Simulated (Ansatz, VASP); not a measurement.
# Ba2C: VASP beside Ansatz

```
Ba C
1.0
     0.00000    4.86902    0.00000
     4.86902    0.00000    0.00000
     2.43451    2.43451   -8.23843
Ba C
4 2
Direct
  0.50000 0.00000 0.00000
  0.00000 0.50000 0.00000
  0.32500 0.32500 0.35000
  0.67500 0.67500 0.65000
  0.13600 0.13600 0.72800
  0.86400 0.86400 0.27200
```

Alike in both runs: task single point; functional PBE; k mesh 4 × 4 × 4; occupations gaussian, width 0.0102 eV; no spin polarisation.

```csv
,VASP,Ansatz
version,VASP 6.6.1,Ansatz 0.2.0
potentials or method,"VASP PAW PBE potentials, release 64 (Ba_sv, C), cutoff 520 eV",PAW plane waves
valence electrons in the cell,48,48
```

```tsv
	VASP	Ansatz	Ansatz less VASP
gap on the k mesh at the Fermi level (eV)	none	none	-
pressure (GPa)	-2.4	-3.1	-0.67
traceless stress, the component that is largest in VASP (GPa)	-2.14	-2.11	+0.033
rms of the force components (eV/Å)	0.556	0.546	-0.0102
```

Atom by atom the forces differ by 0.016 eV/Å (rms over components). A gap of «none» marks a metal or a gap that the smearing closes.

Neither program's run includes spin-orbit coupling.
